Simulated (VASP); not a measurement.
**Cs: single point with PBEsol**

The system is Cs.

```
Cs
1.0
     5.05051    0.00000    0.00000
     0.00000    5.05051    0.00000
     0.00000    0.00000    5.05051
Cs
1
Cartesian
  0.0000 0.0000 0.0000
```

This isn't the form of Cs at room conditions, which is bcc.

```
Program             : VASP 6.6.1
Task                : single point
Functional          : PBEsol
Potentials or basis : VASP PAW PBE potentials, release 64 (Cs_sv)
Cutoff              : 520 eV
k mesh              : 7 × 7 × 7
Occupations         : fermi-dirac, width 0.1 eV
Spin                : no spin polarisation
```

* Pressure: -0.1 GPa
* Band gap on the k mesh: zero (an odd number of electrons rules out a gap without spin polarisation)

Levels at points of the mesh, in eV from the Fermi level:
| k point | band 3 | band 4 | band 5 | band 6 | band 7 | band 8 |
| --- | --- | --- | --- | --- | --- | --- |
| (0.00, 0.00, 0.00) | -10.76 | -10.76 | -1.57 | 1.36 | 1.36 | 4.22 |

It took 13 s on 1 thread of Intel(R) Xeon(R) 6975P-C (Granite Rapids), with other jobs on the host, peak memory 0.23 GiB.

Caveat: the PAW data sets were made with another functional, which shifts forces and pressure a little; spin-orbit coupling is left out, which moves the levels of the heavy elements.
